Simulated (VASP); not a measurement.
# AlNi3 (Fm-3m) in VASP: a series of runs

Runs on AlNi3. Level: PBEsol. Tasks: single point, relaxation of volume and atoms at fixed shape.

All numbers are computed with VASP 6.6.1; they aren't measurements. Logs are shortened: lines on timing, memory, paths and dates and some standing lists are left out, and cuts for length are marked.

**1. The cell of the first run**

The structure is cubic, space group Fm-3m (No. 225). Conventional cell: a = 5.599 Å, b = 5.599 Å, c = 5.599 Å, α = 90.00°, β = 90.00°, γ = 90.00°. Al (site symmetry m-3m) has 14 Ni at 2.42 to 2.80 Å within 3.2 Å. Within 3.2 Å of Ni (site symmetry -43m) lie 4 Al at 2.42 Å and 10 Ni at 2.42 to 2.80 Å. Within 3.2 Å of Ni (site symmetry m-3m) lie 8 Ni at 2.42 Å and 6 Al at 2.80 Å.

**2. Single point, PBEsol, collinear spin, ferromagnetic start**

INCAR reads:

```
SYSTEM = AlNi3
ALGO = Normal
EDIFF = 1E-6
ENCUT = 520
GGA = PS
ISIF = 2
ISMEAR = -1
ISPIN = 2
LASPH = .TRUE.
LCHARG = .FALSE.
LMAXMIX = 4
LORBIT = 11
LREAL = .FALSE.
LWAVE = .FALSE.
MAGMOM = 0 1.5 1.5 1.5
NBANDS = 28
NELM = 150
PREC = Accurate
SIGMA = 0.1
```

KPOINTS reads:

```
k-points
0
G
  7 7 7
  0 0 0
```

POSCAR reads:

```
AlNi3
1.0
    0.0000000000      2.7996142081      2.7996142081
    2.7996142081      0.0000000000      2.7996142081
    2.7996142081      2.7996142081      0.0000000000
Al Ni
1 3
Direct
    0.5000000000      0.5000000000      0.5000000000
    0.2500000000      0.2500000000      0.2500000000
    0.0000000000      0.0000000000      0.0000000000
    0.7500000000      0.7500000000      0.7500000000
```

Potentials or basis: VASP PAW PBE potentials, release 64 (Al, Ni).

Launch:

```sh
> cat potpaw_PBE.64/Al/POTCAR potpaw_PBE.64/Ni/POTCAR > POTCAR
> mpirun -np 1 vasp_std > vasp.out
```

OUTCAR:

```text
SYSTEM = AlNi3
   EDIFF = 1E-6
   ENCUT = 520
   GGA = PS
   ISIF = 2
   ISMEAR = -1
   ISPIN = 2
   LASPH = .TRUE.
   LORBIT = 11
   LREAL = .FALSE.
   NELM = 150
   PREC = Accurate

 ion  position               nearest neighbor table
   1  0.500  0.500  0.500-   2 2.42   2 2.42   2 2.42   2 2.42   4 2.42   4 2.42   4 2.42   4 2.42
                             3 2.80   3 2.80   3 2.80   3 2.80   3 2.80   3 2.80
   2  0.250  0.250  0.250-   3 2.42   3 2.42   3 2.42   1 2.42   3 2.42   1 2.42   1 2.42   1 2.42
                             4 2.80   4 2.80   4 2.80   4 2.80   4 2.80   4 2.80
   3  0.000  0.000  0.000-   4 2.42   4 2.42   4 2.42   2 2.42   4 2.42   2 2.42   2 2.42   2 2.42
                             1 2.80   1 2.80   1 2.80   1 2.80   1 2.80   1 2.80
   4  0.750  0.750  0.750-   1 2.42   1 2.42   1 2.42   1 2.42   3 2.42   3 2.42   3 2.42   3 2.42
                             2 2.80   2 2.80   2 2.80   2 2.80   2 2.80   2 2.80

  LATTYP: Found a face centered cubic cell.
 ALAT       =     5.5992284162

  Lattice vectors:

 A1 = (   0.0000000000,   2.7996142081,   2.7996142081)
 A2 = (   2.7996142081,   0.0000000000,   2.7996142081)
 A3 = (   2.7996142081,   2.7996142081,   0.0000000000)

Analysis of symmetry for initial positions (statically):
=====================================================================
 Subroutine PRICEL returns:
 Original cell was already a primitive cell.

 Routine SETGRP: Setting up the symmetry group for a
 face centered cubic supercell.

 Subroutine GETGRP returns: Found 48 space group operations
 (whereof 48 operations were pure point group operations)
 out of a pool of 48 trial point group operations.

The static configuration has the point symmetry O_h .

Analysis of symmetry for dynamics (positions and initial velocities):
=====================================================================
 Subroutine PRICEL returns:
 Original cell was already a primitive cell.

 Routine SETGRP: Setting up the symmetry group for a
 face centered cubic supercell.

 Subroutine GETGRP returns: Found 48 space group operations
 (whereof 48 operations were pure point group operations)
 out of a pool of 48 trial point group operations.

The dynamic configuration has the point symmetry O_h .

Analysis of structural, dynamic, and magnetic symmetry:
=====================================================================
 Subroutine PRICEL returns:
 Original cell was already a primitive cell.

 Routine SETGRP: Setting up the symmetry group for a
 face centered cubic supercell.

 Subroutine GETGRP returns: Found 48 space group operations
 (whereof 48 operations were pure point group operations)
 out of a pool of 48 trial point group operations.
[... 131 lines left out ...]
 spin polarized calculation
  energy-cutoff  :      520.00
  volume of cell :       43.89
 maximum number of plane-waves:      1243
 NGX is ok and might be reduce to    30
   NGX = 15   NGY = 15   NGZ = 15

 number of electron      33.0000019 magnetization       0.0002364

 number of electron      33.0000019 magnetization      -0.0001714

 Free energy of the ion-electron system (eV)
  ---------------------------------------------------
  ext. energy  EPLUGINS =         0.00000000
  ---------------------------------------------------
  free energy    TOTEN  =       -24.11292317 eV

  energy without entropy =      -24.00143543  energy(sigma->0) =      -24.05717930

 E-fermi :   9.8395     XC(G=0): -12.9775

 val. band max:        9.8253156920   @ k =  -0.4286   0.4286   0.0000
 cond. band min:       9.8431188086   @ k =   0.4286   0.4286   0.0000
 fundamental gap:      0.0178031166
 Fermi energy:         9.8394624829

 spin component 1

 k-point     1 :       0.0000    0.0000    0.0000
  band No.  band energies     occupation
      1      -0.3862      1.00000
      2       6.2055      1.00000
      3       6.2055      1.00000
      4       6.3379      1.00000
      5       6.3379      1.00000
      6       6.3379      1.00000
[... 609 lines left out ...]
     27      25.7373      0.00000
     28      26.6035      0.00000
 Fermi energy:         9.8394624829

 spin component 2

 k-point     1 :       0.0000    0.0000    0.0000
  band No.  band energies     occupation
      1      -0.3862      1.00000
      2       6.2056      1.00000
      3       6.2056      1.00000
      4       6.3379      1.00000
      5       6.3379      1.00000
      6       6.3379      1.00000
[... 609 lines left out ...]
     27      25.7373      0.00000
     28      26.6057      0.00000

------------------------ aborting loop because EDIFF is reached ----------------------------------------

  FORCE on cell =-STRESS in cart. coord.  units (eV):
  Direction    XX          YY          ZZ          XY          YZ          ZX
  --------------------------------------------------------------------------------------
  -------------------------------------------------------------------------------------
  Total        0.0176569      0.0176569      0.0176569      0.0000000     -0.0000000      0.0000000
  in kB        0.6446148      0.6446148      0.6446148      0.0000000     -0.0000000      0.0000000
  external PRESSURE =       0.6446148 kB  Pullay stress =       0.0000000 kB

 VOLUME and BASIS-vectors are now :
 -----------------------------------------------------------------------------
  energy-cutoff  :      520.00
  volume of cell :       43.89
      direct lattice vectors                 reciprocal lattice vectors
     0.000000000  2.799614208  2.799614208    -0.178596036  0.178596036  0.178596036
     2.799614208  0.000000000  2.799614208     0.178596036 -0.178596036  0.178596036
     2.799614208  2.799614208  0.000000000     0.178596036  0.178596036 -0.178596036

 POSITION                                       TOTAL-FORCE (eV/Angst)
 -----------------------------------------------------------------------------------
      2.79961      2.79961      2.79961        -0.000000     -0.000000     -0.000000
      1.39981      1.39981      1.39981         0.000000      0.000000      0.000000
      0.00000      0.00000      0.00000        -0.000000     -0.000000     -0.000000
      4.19942      4.19942      4.19942        -0.000000     -0.000000     -0.000000
 -----------------------------------------------------------------------------------
    total drift:                                0.000000     -0.000000      0.000000

  FREE ENERGIE OF THE ION-ELECTRON SYSTEM (eV)
  ---------------------------------------------------
  free  energy   TOTEN  =       -24.1129231688 eV

  energy  without entropy=      -24.0014354318  energy(sigma->0) =      -24.05717930

 total charge

# of ion       s       p       d       tot
------------------------------------------
    1        0.404   0.417   0.000   0.821
    2        0.489   0.537   8.443   9.469
    3        0.495   0.518   8.401   9.414
    4        0.489   0.537   8.443   9.469
--------------------------------------------------
tot          1.878   2.009  25.286  29.173

 magnetization (x)

# of ion       s       p       d       tot
------------------------------------------
    1        0.000   0.000   0.000   0.000
    2        0.000   0.000   0.000   0.000
    3       -0.000  -0.000  -0.000  -0.000
    4        0.000   0.000   0.000   0.000
--------------------------------------------------
tot          0.000   0.000  -0.000  -0.000
```

OSZICAR:

```text
N       E                     dE             d eps       ncg     rms          rms(c)
DAV:   1     0.199582086063E+03    0.19958E+03   -0.14047E+04  2272   0.153E+03
DAV:   2    -0.146061705601E+02   -0.21419E+03   -0.19855E+03  2260   0.299E+02
DAV:   3    -0.275654416024E+02   -0.12959E+02   -0.12136E+02  2452   0.907E+01
DAV:   4    -0.278041294626E+02   -0.23869E+00   -0.23819E+00  2580   0.118E+01
DAV:   5    -0.278127989137E+02   -0.86695E-02   -0.86685E-02  2644   0.201E+00    0.211E+01
DAV:   6    -0.280653037621E+02   -0.25250E+00   -0.30459E+01  2564   0.991E+01    0.202E+01
DAV:   7    -0.242665760874E+02    0.37987E+01   -0.10064E+01  2688   0.647E+01    0.683E+00
DAV:   8    -0.245148985564E+02   -0.24832E+00   -0.19541E+00  2612   0.395E+01    0.759E+00
DAV:   9    -0.241248277765E+02    0.39007E+00   -0.36530E-01  3060   0.211E+01    0.166E+00
DAV:  10    -0.241151424477E+02    0.96853E-02   -0.88974E-02  3248   0.370E+00    0.674E-01
DAV:  11    -0.241130155596E+02    0.21269E-02   -0.10102E-02  3020   0.129E+00    0.256E-01
DAV:  12    -0.241129281905E+02    0.87369E-04   -0.14552E-03  2764   0.799E-01    0.106E-01
DAV:  13    -0.241129217657E+02    0.64247E-05   -0.18405E-04  2928   0.257E-01    0.422E-02
DAV:  14    -0.241129294142E+02   -0.76484E-05   -0.19528E-05  3172   0.677E-02    0.354E-02
DAV:  15    -0.241129232380E+02    0.61762E-05   -0.81041E-06  2516   0.888E-02    0.635E-03
DAV:  16    -0.241129231688E+02    0.69255E-07   -0.10612E-06  1356   0.149E-02
   1 F= -.24112923E+02 E0= -.24057179E+02  d E =-.111488E+00  mag=    -0.0001
```

stdout:

```text
POSCAR found type information on POSCAR AlNi
 POSCAR found :  2 types and       4 ions
 scaLAPACK will be used
 -----------------------------------------------------------------------------
|                                                                             |
|                                                                             |
|     You enforced a specific xc type in the INCAR file but a different       |
|     I HOPE YOU KNOW WHAT YOU ARE DOING!                                     |
|                                                                             |
 -----------------------------------------------------------------------------

 LDA part: xc-table for (Slater+PW92), standard interpolation
 POSCAR, INCAR and KPOINTS ok, starting setup
 FFT: planning ... GRIDC
 FFT: planning ... GRID_SOFT
 FFT: planning ... GRID
 WAVECAR not read
 entering main loop
```

It took 41 s on 1 thread of AMD EPYC 9R45 (Zen 5), shared host; peak memory 0.17 GiB.

What came out:

| Quantity | Value |
| --- | --- |
| Free energy | -24.1129 eV |
| Pressure | 0.1 GPa |
| Net moment | 0.00 μB per cell |
| Valence electrons inside the program's atomic spheres | Al 0.82; Ni 9.47, 9.41 |

Caveat: the starting moments collapsed, and a magnetic state may lie lower; the PAW data sets were made with another functional, which shifts forces and pressure a little.

**3. Relaxation of volume and atoms at fixed shape, PBEsol, collinear spin, ferromagnetic start**

This run uses another cell than the first one, of 11.00 Å³/atom, 1.002 times its volume.

INCAR reads:

```
ALGO = Normal
EDIFF = 1E-6
EDIFFG = -0.03
ENCUT = 600
GGA = PS
IBRION = 2
ISIF = 8
ISMEAR = -1
ISPIN = 2
LASPH = T
LCHARG = F
LMAXMIX = 4
LORBIT = 11
LREAL = F
LWAVE = F
MAGMOM = 0 1.5 1.5 1.5
NELM = 150
NSW = 80
PREC = Accurate
SIGMA = 0.1
```

KPOINTS reads:

```
k-points
0
Gamma
  7 7 7
```

POSCAR reads:

```
AlNi3
1.0
    0.0000000000      2.8018900000      2.8018900000
    2.8018900000      0.0000000000      2.8018900000
    2.8018900000      2.8018900000      0.0000000000
Al Ni
1 3
Direct
    0.5000000000      0.5000000000      0.5000000000
    0.2500000000      0.2500000000      0.2500000000
    0.0000000000      0.0000000000      0.0000000000
    0.7500000000      0.7500000000      0.7500000000
```

Potentials or basis: VASP PAW PBE potentials, release 64 (Al, Ni).

Launch:

```sh
> cat potpaw_PBE.64/Al/POTCAR potpaw_PBE.64/Ni/POTCAR > POTCAR
> mpirun -np 1 vasp_std > vasp.out
```

Wall time 2.7 min (1 thread of Intel Xeon 8259CL, shared host); peak memory 0.22 GiB.

The run converged. Its results:

```yaml
Free_energy: -24.1126 eV
Relaxed_volume: 10.97 Å³/atom
Relaxed_cell: a = 3.959 Å, b = 3.959 Å, c = 3.959 Å, α = 60.00°, β = 60.00°, γ = 60.00°
Space_group_after_relaxing_to_0.05_Å: Fm-3m (No. 225)
Energy_gained_by_relaxing: 0.0 meV/atom
Ionic_steps: 3
Pressure_after_relaxing: 0.0 GPa
Net_moment: 0.00 μB per cell
Valence_electrons_inside_the_program's_atomic_spheres: Al 0.82; Ni 9.47, 9.41
```

The path:
| step | energy change (eV) | largest force (eV/Å) | pressure (GPa) | volume (Å³) |
| --- | --- | --- | --- | --- |
| 1 | 0.0000 | 0.0000 | -0.50 | 43.99 |
| 2 | 0.0000 | 0.0000 | 0.63 | 43.77 |
| 3 | -0.0002 | 0.0000 | 0.03 | 43.88 |

Final structure:
```
Al Ni
1.0
     0.00000    2.79948    2.79948
     2.79948    0.00000    2.79948
     2.79948    2.79948    0.00000
Al Ni
1 3
Direct
  0.50000 0.50000 0.50000
  0.25000 0.25000 0.25000
  0.00000 0.00000 0.00000
  0.75000 0.75000 0.75000
```

Levels at points of the mesh, in eV from the Fermi level:
Spin up:
| k point | band 12 | band 13 | band 14 | band 15 | band 16 | band 17 | band 18 | band 19 | band 20 | band 21 |
| --- | --- | --- | --- | --- | --- | --- | --- | --- | --- | --- |
| (0.00, 0.00, 0.00) | -0.92 | -0.57 | -0.57 | -0.54 | -0.54 | 5.44 | 5.44 | 5.44 | 5.94 | 5.94 |
Spin down:
```
           k point  band 14  band 15  band 16  band 17  band 18  band 19
(0.00, 0.00, 0.00)    -0.57    -0.54    -0.54     5.44     5.44     5.44
```

Caveat: the starting moments collapsed, and a magnetic state may lie lower; the PAW data sets were made with another functional, which shifts forces and pressure a little.
